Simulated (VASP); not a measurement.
# SiMo3 (Pm-3n) in VASP: further runs

SiMo3 is run at these levels: PBE; tasks: single point, relaxation of cell and atoms.

All numbers are computed with VASP 6.6.1; they aren't measurements. Logs are shortened: lines on timing, memory, paths and dates and some standing lists are left out, and cuts for length are marked.

### Step 1. The cell of the first run

It takes space group Pm-3n (No. 223, cubic). Conventional cell: a = 4.906 Å, b = 4.906 Å, c = 4.906 Å, α = 90.00°, β = 90.00°, γ = 90.00°. Si (site symmetry m-3) has 12 Mo at 2.74 Å within 3.6 Å. Mo (site symmetry -4m2) has 10 Mo at 2.45 to 3.00 Å and 4 Si at 2.74 Å within 3.2 Å.

### Step 2. Single point, PBE

INCAR reads:

```
SYSTEM = SiMo3
ALGO = Fast ; EDIFF = 1E-6
ENCUT = 520 ; GGA = PE
ISIF = 2 ; ISMEAR = 0
LASPH = .True. ; LCHARG = .False.
LREAL = .False. ; LWAVE = .False.
NBANDS = 56 ; NELM = 80
PREC = Accurate ; SIGMA = 0.1
```

KPOINTS reads:

```
k-points
0
Gamma
  8 8 8
  0 0 0
```

POSCAR reads:

```
SiMo3
1.0
    4.9064535162      0.0000000000      0.0000000000
    0.0000000000      4.9064535162      0.0000000000
    0.0000000000      0.0000000000      4.9064535162
Si Mo
2 6
Direct
    0.0000000000      0.0000000000      0.0000000000
    0.5000000000      0.5000000000      0.5000000000
    0.2500000000      0.0000000000      0.5000000000
    0.5000000000      0.7500000000      0.0000000000
    0.7500000000      0.0000000000      0.5000000000
    0.5000000000      0.2500000000      0.0000000000
    0.0000000000      0.5000000000      0.7500000000
    0.0000000000      0.5000000000      0.2500000000
```

Potentials or basis: VASP PAW PBE potentials, release 64 (Si, Mo_sv).

Run with:

```console
> cat potpaw_PBE.64/Si/POTCAR potpaw_PBE.64/Mo_sv/POTCAR > POTCAR
> mpirun -np 1 vasp_std > vasp.out
```

OUTCAR:

```text
SYSTEM = SiMo3
   EDIFF = 1E-6
   ENCUT = 520
   GGA = PE
   ISIF = 2
   ISMEAR = 0
   LASPH = .True.
   LREAL = .False.
   NELM = 80
   PREC = Accurate

 ion  position               nearest neighbor table
   1  0.000  0.000  0.000-   3 2.74   4 2.74   5 2.74   6 2.74   7 2.74   8 2.74   3 2.74   5 2.74
                             7 2.74   8 2.74   4 2.74   6 2.74
   2  0.500  0.500  0.500-   3 2.74   4 2.74   5 2.74   6 2.74   7 2.74   8 2.74   4 2.74   6 2.74
                             3 2.74   5 2.74   7 2.74   8 2.74
   3  0.250  0.000  0.500-   5 2.45   5 2.45   1 2.74   1 2.74   2 2.74   2 2.74   8 3.00   4 3.00
                             4 3.00   6 3.00   6 3.00   7 3.00   8 3.00   7 3.00
   4  0.500  0.750  0.000-   6 2.45   6 2.45   1 2.74   2 2.74   2 2.74   1 2.74   8 3.00   5 3.00
                             3 3.00   5 3.00   3 3.00   7 3.00   7 3.00   8 3.00
   5  0.750  0.000  0.500-   3 2.45   3 2.45   1 2.74   1 2.74   2 2.74   2 2.74   8 3.00   4 3.00
                             4 3.00   6 3.00   6 3.00   7 3.00   8 3.00   7 3.00
   6  0.500  0.250  0.000-   4 2.45   4 2.45   1 2.74   2 2.74   2 2.74   1 2.74   8 3.00   3 3.00
                             3 3.00   5 3.00   5 3.00   7 3.00   7 3.00   8 3.00
   7  0.000  0.500  0.750-   8 2.45   8 2.45   1 2.74   2 2.74   1 2.74   2 2.74   3 3.00   4 3.00
                             5 3.00   3 3.00   5 3.00   6 3.00   4 3.00   6 3.00
   8  0.000  0.500  0.250-   7 2.45   7 2.45   1 2.74   2 2.74   1 2.74   2 2.74   3 3.00   4 3.00
                             5 3.00   3 3.00   5 3.00   6 3.00   4 3.00   6 3.00

  LATTYP: Found a simple cubic cell.
 ALAT       =     4.9064535162

  Lattice vectors:

 A1 = (   4.9064535162,   0.0000000000,   0.0000000000)
 A2 = (   0.0000000000,   4.9064535162,   0.0000000000)
 A3 = (   0.0000000000,   0.0000000000,   4.9064535162)

Analysis of symmetry for initial positions (statically):
=====================================================================
 Subroutine PRICEL returns:
 Original cell was already a primitive cell.

 Routine SETGRP: Setting up the symmetry group for a
 simple cubic supercell.

 Subroutine GETGRP returns: Found 48 space group operations
 (whereof 24 operations were pure point group operations)
 out of a pool of 48 trial point group operations.

The static configuration has the point symmetry T_h .
 The point group associated with its full space group is O_h .

Analysis of symmetry for dynamics (positions and initial velocities):
=====================================================================
 Subroutine PRICEL returns:
 Original cell was already a primitive cell.

 Routine SETGRP: Setting up the symmetry group for a
 simple cubic supercell.

 Subroutine GETGRP returns: Found 48 space group operations
 (whereof 24 operations were pure point group operations)
 out of a pool of 48 trial point group operations.

The dynamic configuration has the point symmetry T_h .
 The point group associated with its full space group is O_h .

 Subroutine INISYM returns: Found 48 space group operations
 (whereof 24 operations are pure point group operations),
 and found     1 'primitive' translations

----------------------------------------------------------------------------------------

                                     Primitive cell

  volume of cell :     118.1145

  direct lattice vectors                    reciprocal lattice vectors
     4.906453516  0.000000000  0.000000000     0.203813202  0.000000000  0.000000000
     0.000000000  4.906453516  0.000000000     0.000000000  0.203813202  0.000000000
     0.000000000  0.000000000  4.906453516     0.000000000  0.000000000  0.203813202

  length of vectors
     4.906453516  4.906453516  4.906453516     0.203813202  0.203813202  0.203813202

  position of ions in fractional coordinates (direct lattice)
     0.000000000  0.000000000  0.000000000
     0.500000000  0.500000000  0.500000000
     0.250000000  0.000000000  0.500000000
     0.500000000  0.750000000  0.000000000
     0.750000000  0.000000000  0.500000000
     0.500000000  0.250000000  0.000000000
     0.000000000  0.500000000  0.750000000
     0.000000000  0.500000000  0.250000000

  ion indices of the primitive-cell ions
   primitive index   ion index
                 1           1
                 2           2
                 3           3
                 4           4
                 5           5
                 6           6
                 7           7
                 8           8

----------------------------------------------------------------------------------------

 KPOINTS: k-points

Automatic generation of k-mesh.
 Grid dimensions read from file:
 generate k-points for:    8    8    8

 Generating k-lattice:

  Cartesian coordinates                     Fractional coordinates (reciprocal lattice)
     0.025476650  0.000000000  0.000000000     0.125000000  0.000000000  0.000000000
     0.000000000  0.025476650  0.000000000     0.000000000  0.125000000  0.000000000
     0.000000000  0.000000000  0.025476650     0.000000000  0.000000000  0.125000000

  Length of vectors
     0.025476650  0.025476650  0.025476650

  Shift w.r.t. Gamma in fractional coordinates (k-lattice)
     0.000000000  0.000000000  0.000000000

 Subroutine IBZKPT returns following result:
 ===========================================

 Found     35 irreducible k-points:

 Following reciprocal coordinates:
            Coordinates               Weight
  0.000000  0.000000  0.000000      1.000000
  0.125000  0.000000  0.000000      6.000000
  0.250000  0.000000  0.000000      6.000000
  0.375000  0.000000  0.000000      6.000000
  0.500000  0.000000  0.000000      3.000000
  0.125000  0.125000  0.000000     12.000000
[... 16 lines left out ...]
  0.375000  0.375000  0.125000     24.000000
  0.500000  0.375000  0.125000     24.000000
 [... further k-points ...]
   k-points           NKPTS =     35   k-points in BZ     NKDIM =     35   number of bands    NBANDS=     56
   number of dos      NEDOS =    301   number of ions     NIONS =      8
   total plane-waves  NPLWV =  46656
   dimension x,y,z NGX =    36 NGY =   36 NGZ =   36
   dimension x,y,z NGXF=    72 NGYF=   72 NGZF=   72
   ions per type =               2   6
   NGX,Y,Z   is equivalent  to a cutoff of  12.20, 12.20, 12.20 a.u.
   NGXF,Y,Z  is equivalent  to a cutoff of  24.40, 24.40, 24.40 a.u.
 SYSTEM =  SiMo3
   PREC   = accura    normal or accurate (medium, high low for compatibility)
   ISTART =      0    job   : 0-new  1-cont  2-samecut
   ICHARG =      2    charge: 1-file 2-atom 10-const
   ISPIN  =      1    spin polarized calculation?
   LNONCOLLINEAR =      F non collinear calculations
   LSORBIT =      F    spin-orbit coupling
   LASPH  =      T    aspherical Exc in radial PAW
   ENCUT  =  520.0 eV  38.22 Ry    6.18 a.u.   9.12  9.12  9.12*2*pi/ulx,y,z
   NELM   =     80;   NELMIN=  2; NELMDL= -5     # of ELM steps
   EDIFF  = 0.1E-05   stopping-criterion for ELM
   LREAL  =      F    real-space projection
   EDIFFG = 0.1E-04   stopping-criterion for IOM
   NSW    =      0    number of steps for IOM
   IBRION =     -1    ionic relax: 0-MD 1-quasi-New 2-CG
   NFREE  =      0    steps in history (QN), initial steepest desc. (CG)
   ISIF   =      2    stress and relaxation
   ISYM   =      2    0-nonsym 1-usesym 2-fastsym
   POTIM  = 0.5000    time-step for ionic-motion
   TEBEG  =    0.0;   TEEND  =   0.0 temperature during run
   PSTRESS=    0.0 pullay stress
   NELECT =      92.0000    total number of electrons
   NUPDOWN=      -1.0000    fix difference up-down
   EMIN   =  10.00;   EMAX   =-10.00  energy-range for DOS
   EFERMI =   0.00;   METHOD = LEGACY
   ISMEAR =     0;   SIGMA  =   0.10  broadening in eV -4-tet -1-fermi 0-gaus
   EFERMI_NEDOS =   21; number of points for ismear=-14 and -15
   IALGO  =     68    algorithm
   IMIX   =      4    mixing-type and parameters
     AMIX     =   0.40;   BMIX     =  1.00
     AMIX_MAG =   1.60;   BMIX_MAG =  1.00
  volume/ion in A,a.u.               =      14.76        99.63
  Fermi-wavevector in a.u.,A,eV,Ry     =   1.506271  2.846439 30.869606  2.268852
  Thomas-Fermi vector in A             =   2.617010
   LORBIT       =      0    0 simple, 1 ext, 2 COOP (PROOUT), +10 PAW based schemes
   GGA     = PE    functional components
   LHFCALC =     F    Hartree Fock is set to
   AEXX    =    0.0000 exact exchange contribution
   IVDW    =     0    specifies the selected vdW correction
   LEPSILON=     F    determine dielectric tensor
   LRPA    =     F    only Hartree local field effects (RPA)
 non-spin polarized calculation
 RMM-DIIS sequential band-by-band and
 Gauss-broadening in eV      SIGMA  =   0.10
  energy-cutoff  :      520.00
  volume of cell :      118.11
 maximum number of plane-waves:      3197
   NGX = 19   NGY = 19   NGZ = 19

 number of electron      91.9999974 magnetization

 Free energy of the ion-electron system (eV)
  ---------------------------------------------------
  ext. energy  EPLUGINS =         0.00000000
  ---------------------------------------------------
  free energy    TOTEN  =       -78.99768768 eV

  energy without entropy =      -78.97520333  energy(sigma->0) =      -78.98644551

 E-fermi :  12.6085     XC(G=0): -13.0557

 val. band max:       12.6046668119   @ k =   0.5000   0.2500   0.0000
 cond. band min:      12.6134004196   @ k =   0.3750   0.3750   0.0000
 fundamental gap:      0.0087336077
 Fermi energy:        12.6085263838

 k-point     1 :       0.0000    0.0000    0.0000
  band No.  band energies     occupation
      1     -48.6768      2.00000
      2     -48.5665      2.00000
      3     -48.5665      2.00000
      4     -48.2481      2.00000
      5     -48.2481      2.00000
      6     -48.2481      2.00000
[... 48 lines left out ...]
     55      15.2997      0.00000
     56      15.3008      0.00000

 k-point     2 :       0.1250    0.0000    0.0000
  band No.  band energies     occupation
      1     -48.6700      2.00000
      2     -48.5697      2.00000
      3     -48.5576      2.00000
      4     -48.2617      2.00000
      5     -48.2480      2.00000
      6     -48.2480      2.00000
[... 48 lines left out ...]
     55      15.2952      0.00000
     56      15.3696      0.00000

 k-point     3 :       0.2500    0.0000    0.0000
  band No.  band energies     occupation
      1     -48.6527      2.00000
      2     -48.5789      2.00000
      3     -48.5297      2.00000
      4     -48.3003      2.00000
      5     -48.2480      2.00000
      6     -48.2480      2.00000
[... 1172 lines left out ...]
 k-point    23 :       0.3750    0.3750    0.1250
  band No.  band energies     occupation
      1     -48.5943      2.00000
      2     -48.5190      2.00000
      3     -48.4750      2.00000
      4     -48.3691      2.00000
      5     -48.3479      2.00000
      6     -48.2619      2.00000
[... 48 lines left out ...]
     55      14.9381      0.00000
     56      15.0888      0.00000

 k-point    24 :       0.5000    0.3750    0.1250
  band No.  band energies     occupation
      1     -48.5917      2.00000
      2     -48.5076      2.00000
      3     -48.4281      2.00000
      4     -48.4237      2.00000
      5     -48.3552      2.00000
      6     -48.2620      2.00000
[... 48 lines left out ...]
     55      14.7445      0.00000
     56      15.1301      0.00000

 [... further k-points ...]

------------------------ aborting loop because EDIFF is reached ----------------------------------------

  FORCE on cell =-STRESS in cart. coord.  units (eV):
  Direction    XX          YY          ZZ          XY          YZ          ZX
  --------------------------------------------------------------------------------------
  -------------------------------------------------------------------------------------
  Total        0.3492961      0.3492961      0.3492961     -0.0000000     -0.0000000     -0.0000000
  in kB        4.7380677      4.7380677      4.7380677     -0.0000000     -0.0000000     -0.0000000
  external PRESSURE =       4.7380677 kB  Pullay stress =       0.0000000 kB

 VOLUME and BASIS-vectors are now :
 -----------------------------------------------------------------------------
  energy-cutoff  :      520.00
  volume of cell :      118.11
      direct lattice vectors                 reciprocal lattice vectors
     4.906453516  0.000000000  0.000000000     0.203813202  0.000000000  0.000000000
     0.000000000  4.906453516  0.000000000     0.000000000  0.203813202  0.000000000
     0.000000000  0.000000000  4.906453516     0.000000000  0.000000000  0.203813202

 POSITION                                       TOTAL-FORCE (eV/Angst)
 -----------------------------------------------------------------------------------
      0.00000      0.00000      0.00000        -0.000000      0.000000      0.000000
      2.45323      2.45323      2.45323        -0.000000      0.000000      0.000000
      1.22661      0.00000      2.45323        -0.000000     -0.000000     -0.000000
      2.45323      3.67984      0.00000         0.000000      0.000000     -0.000000
      3.67984      0.00000      2.45323         0.000000      0.000000      0.000000
      2.45323      1.22661      0.00000        -0.000000     -0.000000      0.000000
      0.00000      2.45323      3.67984        -0.000000      0.000000      0.000000
      0.00000      2.45323      1.22661         0.000000     -0.000000      0.000000
 -----------------------------------------------------------------------------------
    total drift:                                0.000000      0.000000     -0.000000

  FREE ENERGIE OF THE ION-ELECTRON SYSTEM (eV)
  ---------------------------------------------------
  free  energy   TOTEN  =       -78.9976876839 eV

  energy  without entropy=      -78.9752033296  energy(sigma->0) =      -78.98644551
```

Wall time 6.4 min (1 thread of Intel Xeon 8259CL, shared host); peak memory 0.31 GiB.

Results:

```yaml
Free_energy: -78.9977 eV
Pressure: 0.5 GPa
Band_gap_on_the_k_mesh: zero (bands 46 and 47 overlap by 2.43 eV)
```

[end of part 1 of 2]
